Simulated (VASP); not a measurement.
# SiC (k07) (P6_3mc) in VASP: further runs, part 2 of 2

VASP 6.6.1. Earlier steps stand in the parts before.

**3. Single point, PBEsol**

Contents of INCAR:

```
PREC = Accurate
ENCUT = 520
EDIFF = 1E-6
ISMEAR = 0
SIGMA = 0.01
LREAL = False
LASPH = True
NELM = 100
ALGO = Normal
ISIF = 2
LWAVE = False
LCHARG = False
GGA = PS
NBANDS = 16
```

Contents of KPOINTS:

```
regular mesh
0
Gamma
  15 15 8
```

Contents of POSCAR:

```
SiC
1.0
    3.0759807156      0.0000000000      0.0000000000
   -1.5379903578      2.6638774413      0.0000000000
    0.0000000000      0.0000000000      5.0478465815
Si C
2 2
Direct
    0.3333333333      0.6666666667     -0.0097235843
    0.6666666667      0.3333333333      0.4902764157
    0.3333333333      0.6666666667      0.3847235843
    0.6666666667      0.3333333333      0.8847235843
```

Potentials or basis: VASP PAW PBE potentials, release 64 (Si, C).

Launch:

```sh
$ cat potpaw_PBE.64/Si/POTCAR potpaw_PBE.64/C/POTCAR > POTCAR
$ mpirun -np 1 vasp_std > vasp.out
```

OUTCAR:

```text
PREC = Accurate
   ENCUT = 520
   EDIFF = 1E-6
   ISMEAR = 0
   LREAL = False
   LASPH = True
   NELM = 100
   ISIF = 2
   GGA = PS

 ion  position               nearest neighbor table
   1  0.333  0.667  0.990-   4 1.85   4 1.85   4 1.85   3 1.99   2 3.09   2 3.09   2 3.09   2 3.09
                             2 3.09   2 3.09
   2  0.667  0.333  0.490-   3 1.85   3 1.85   3 1.85   4 1.99   1 3.09   1 3.09   1 3.09   1 3.09
                             1 3.09   1 3.09
   3  0.333  0.667  0.385-   2 1.85   2 1.85   2 1.85   1 1.99
   4  0.667  0.333  0.885-   1 1.85   1 1.85   1 1.85   2 1.99

  LATTYP: Found a hexagonal cell.
 ALAT       =     3.0759807156
 C/A-ratio  =     1.6410527400

  Lattice vectors:

 A1 = (   3.0759807156,   0.0000000000,   0.0000000000)
 A2 = (  -1.5379903578,   2.6638774413,   0.0000000000)
 A3 = (   0.0000000000,   0.0000000000,   5.0478465815)

Analysis of symmetry for initial positions (statically):
=====================================================================
 Subroutine PRICEL returns:
 Original cell was already a primitive cell.

 Routine SETGRP: Setting up the symmetry group for a
 hexagonal supercell.

 Subroutine GETGRP returns: Found 12 space group operations
 (whereof  6 operations were pure point group operations)
 out of a pool of 24 trial point group operations.

The static configuration has the point symmetry C_3v.
 The point group associated with its full space group is C_6v.

Analysis of symmetry for dynamics (positions and initial velocities):
=====================================================================
 Subroutine PRICEL returns:
 Original cell was already a primitive cell.

 Routine SETGRP: Setting up the symmetry group for a
 hexagonal supercell.

 Subroutine GETGRP returns: Found 12 space group operations
 (whereof  6 operations were pure point group operations)
 out of a pool of 24 trial point group operations.

The dynamic configuration has the point symmetry C_3v.
 The point group associated with its full space group is C_6v.

 Subroutine INISYM returns: Found 12 space group operations
 (whereof  6 operations are pure point group operations),
 and found     1 'primitive' translations

----------------------------------------------------------------------------------------

                                     Primitive cell

  volume of cell :      41.3622

  direct lattice vectors                    reciprocal lattice vectors
     3.075980716  0.000000000  0.000000000     0.325099567  0.187696323  0.000000000
    -1.537990358  2.663877441  0.000000000     0.000000000  0.375392646  0.000000000
     0.000000000  0.000000000  5.047846581     0.000000000  0.000000000  0.198104278

  length of vectors
     3.075980716  3.075980716  5.047846581     0.375392646  0.375392646  0.198104278

  position of ions in fractional coordinates (direct lattice)
     0.333333333  0.666666667  0.990276416
     0.666666667  0.333333333  0.490276416
     0.333333333  0.666666667  0.384723584
     0.666666667  0.333333333  0.884723584

  ion indices of the primitive-cell ions
   primitive index   ion index
                 1           1
[... 28 lines left out ...]
 Found    135 irreducible k-points:

 Following reciprocal coordinates:
            Coordinates               Weight
  0.000000  0.000000  0.000000      1.000000
  0.066667  0.000000  0.000000      6.000000
  0.133333 -0.000000  0.000000      6.000000
  0.200000  0.000000  0.000000      6.000000
  0.266667 -0.000000  0.000000      6.000000
  0.333333  0.000000  0.000000      6.000000
[... 16 lines left out ...]
  0.333333  0.200000  0.000000     12.000000
  0.400000  0.200000  0.000000      6.000000
 [... further k-points ...]
   k-points           NKPTS =    135   k-points in BZ     NKDIM =    135   number of bands    NBANDS=     16
   number of dos      NEDOS =    301   number of ions     NIONS =      4
   total plane-waves  NPLWV =  23040
   dimension x,y,z NGX =    24 NGY =   24 NGZ =   40
   dimension x,y,z NGXF=    48 NGYF=   48 NGZF=   80
   ions per type =               2   2
   NGX,Y,Z   is equivalent  to a cutoff of  12.97, 12.97, 13.17 a.u.
   NGXF,Y,Z  is equivalent  to a cutoff of  25.94, 25.94, 26.35 a.u.
 SYSTEM =  unknown system
   PREC   = accura    normal or accurate (medium, high low for compatibility)
   ISTART =      0    job   : 0-new  1-cont  2-samecut
   ICHARG =      2    charge: 1-file 2-atom 10-const
   ISPIN  =      1    spin polarized calculation?
   LNONCOLLINEAR =      F non collinear calculations
   LSORBIT =      F    spin-orbit coupling
   LASPH  =      T    aspherical Exc in radial PAW
   ENCUT  =  520.0 eV  38.22 Ry    6.18 a.u.   5.72  5.72  9.39*2*pi/ulx,y,z
   NELM   =    100;   NELMIN=  2; NELMDL= -5     # of ELM steps
   EDIFF  = 0.1E-05   stopping-criterion for ELM
   LREAL  =      F    real-space projection
   EDIFFG = 0.1E-04   stopping-criterion for IOM
   NSW    =      0    number of steps for IOM
   IBRION =     -1    ionic relax: 0-MD 1-quasi-New 2-CG
   NFREE  =      0    steps in history (QN), initial steepest desc. (CG)
   ISIF   =      2    stress and relaxation
   ISYM   =      2    0-nonsym 1-usesym 2-fastsym
   POTIM  = 0.5000    time-step for ionic-motion
   TEBEG  =    0.0;   TEEND  =   0.0 temperature during run
   PSTRESS=    0.0 pullay stress
   NELECT =      16.0000    total number of electrons
   NUPDOWN=      -1.0000    fix difference up-down
   EMIN   =  10.00;   EMAX   =-10.00  energy-range for DOS
   EFERMI =   0.00;   METHOD = LEGACY
   ISMEAR =     0;   SIGMA  =   0.01  broadening in eV -4-tet -1-fermi 0-gaus
   EFERMI_NEDOS =   21; number of points for ismear=-14 and -15
   IALGO  =     38    algorithm
   IMIX   =      4    mixing-type and parameters
     AMIX     =   0.40;   BMIX     =  1.00
     AMIX_MAG =   1.60;   BMIX_MAG =  1.00
  volume/ion in A,a.u.               =      10.34        69.78
  Fermi-wavevector in a.u.,A,eV,Ry     =   1.192834  2.254130 19.359103  1.422854
  Thomas-Fermi vector in A             =   2.328863
   LORBIT       =      0    0 simple, 1 ext, 2 COOP (PROOUT), +10 PAW based schemes
   GGA     = PS    functional components
   LHFCALC =     F    Hartree Fock is set to
   AEXX    =    0.0000 exact exchange contribution
   IVDW    =     0    specifies the selected vdW correction
   LEPSILON=     F    determine dielectric tensor
   LRPA    =     F    only Hartree local field effects (RPA)
 non-spin polarized calculation
 Gauss-broadening in eV      SIGMA  =   0.01
  energy-cutoff  :      520.00
  volume of cell :       41.36
 maximum number of plane-waves:      1126
 NGX is ok and might be reduce to    24
   NGX = 11   NGY = 11   NGZ = 19

 number of electron      16.0000000 magnetization

 Free energy of the ion-electron system (eV)
  ---------------------------------------------------
  ext. energy  EPLUGINS =         0.00000000
  ---------------------------------------------------
  free energy    TOTEN  =       -31.68423628 eV

  energy without entropy =      -31.68423628  energy(sigma->0) =      -31.68423628

 E-fermi :   8.6963     XC(G=0): -11.4961

 val. band max:        8.6085924371   @ k =   0.0000   0.0000   0.0000
 cond. band min:      10.7053798930   @ k =   0.3333   0.3333   0.0000
 fundamental gap:      2.0967874559
 Fermi energy:         8.6962775533

 k-point     1 :       0.0000    0.0000    0.0000
  band No.  band energies     occupation
      1      -7.3948      2.00000
      2      -3.9173      2.00000
      3      -0.2553      2.00000
      4       6.7048      2.00000
      5       6.7048      2.00000
      6       7.9549      2.00000
[... 433 lines left out ...]
      3       0.7576      2.00000
      4       1.9422      2.00000
      5       2.4989      2.00000
      6       3.6514      2.00000
[... 8 lines left out ...]
     15      19.3196      0.00000
     16      20.1159      0.00000

 [... further k-points ...]

------------------------ aborting loop because EDIFF is reached ----------------------------------------

  FORCE on cell =-STRESS in cart. coord.  units (eV):
  Direction    XX          YY          ZZ          XY          YZ          ZX
  --------------------------------------------------------------------------------------
  -------------------------------------------------------------------------------------
  Total        1.1082904      1.1082904     -1.2221270      0.0000000      0.0000000      0.0000000
  in kB       42.9299286     42.9299286    -47.3394182      0.0000000      0.0000000      0.0000000
  external PRESSURE =      12.8401463 kB  Pullay stress =       0.0000000 kB

 VOLUME and BASIS-vectors are now :
 -----------------------------------------------------------------------------
  energy-cutoff  :      520.00
  volume of cell :       41.36
      direct lattice vectors                 reciprocal lattice vectors
     3.075980716  0.000000000  0.000000000     0.325099567  0.187696323  0.000000000
    -1.537990358  2.663877441  0.000000000     0.000000000  0.375392646  0.000000000
     0.000000000  0.000000000  5.047846581     0.000000000  0.000000000  0.198104278

 POSITION                                       TOTAL-FORCE (eV/Angst)
 -----------------------------------------------------------------------------------
     -0.00000      1.77592      4.99876         0.000000      0.000000      1.358641
      1.53799      0.88796      2.47484         0.000000     -0.000000      1.358641
     -0.00000      1.77592      1.94203         0.000000     -0.000000     -1.358641
      1.53799      0.88796      4.46595        -0.000000     -0.000000     -1.358641
 -----------------------------------------------------------------------------------
    total drift:                                0.000000      0.000000     -0.000332

  FREE ENERGIE OF THE ION-ELECTRON SYSTEM (eV)
  ---------------------------------------------------
  free  energy   TOTEN  =       -31.6842362776 eV

  energy  without entropy=      -31.6842362776  energy(sigma->0) =      -31.68423628
```

Run time: 30 s. Hardware: 1 thread of Intel Xeon 6975P-C (Granite Rapids), shared host; peak memory 0.2 GiB.

Results:

| Item | Value |
| --- | --- |
| Free energy | -31.6842 eV |
| Pressure | 1.3 GPa |
| Largest force | 1.359 eV/Å |
| Band gap on the k mesh | 2.10 eV, indirect (least direct gap 4.07 eV) |

Forces in eV/Å, atoms in the order of the input:
```
Si   0.000  0.000  1.359
Si   0.000  0.000  1.359
C    0.000  0.000 -1.359
C    0.000  0.000 -1.359
```

Stress tensor (GPa, compression positive):
```
 4.29  0.00  0.00
 0.00  4.29  0.00
 0.00  0.00 -4.73
```

Levels at points of the mesh, in eV from the valence-band top:
```
           k point  band 4  band 5  band 6  band 7  band 8  band 9  band 10  band 11  band 12  band 13
(0.00, 0.00, 0.00)   -1.90   -1.90   -0.65   -0.65    0.00    4.29     5.67     6.17     6.17     7.22
(0.00, 0.00, 0.50)   -4.61   -1.33   -1.33   -1.33   -1.33    5.37     5.37     6.81     6.81     6.81
```

Caveat: the PAW data sets were made with another functional, which shifts forces and pressure a little. As with any semilocal functional, this PBEsol gap is likely too small.
